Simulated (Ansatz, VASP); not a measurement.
# GaN: VASP beside Ansatz

```
CELL_PARAMETERS angstrom
3.05582 0.00000 0.00000
-1.52791 2.64642 0.00000
0.00000 0.00000 5.28379
ATOMIC_POSITIONS crystal
Ga 0.33333 0.66667 0.00447
Ga 0.66667 0.33333 0.50447
N 0.33333 0.66667 0.37053
N 0.66667 0.33333 0.87053
```

Change from the starting cell: epitaxial_xy strain -4.0%.

Alike in both runs: task single point; functional PBE; k mesh 12 × 12 × 6; occupations fermi-dirac, width 0.02 eV; no spin polarisation.

|  | VASP | Ansatz |
| --- | --- | --- |
| version | VASP 6.6.1 | Ansatz 0.2.0 |
| potentials or method | VASP PAW PBE potentials, release 64 (Ga_d, N) | plane waves, PAW |
| plane-wave cutoff (eV) | 520 | 420 |
| valence electrons in the cell | 36 | 36 |

|  | VASP | Ansatz | Ansatz less VASP |
| --- | --- | --- | --- |
| gap on the k mesh at the Fermi level (eV) | 2.00 | 1.99 | -0.009 |
| pressure (GPa) | 20.1 | 20.2 | +0.06 |
| traceless stress, the component that is largest in VASP (GPa) | -13.14 | -13.10 | +0.040 |
| rms of the force components (eV/Å) | 0.028 | 0.032 | +0.0034 |

Atom by atom the forces differ by 0.003 eV/Å (rms over components). The functional is the same, so the differences come from potentials, cutoffs and numerics.
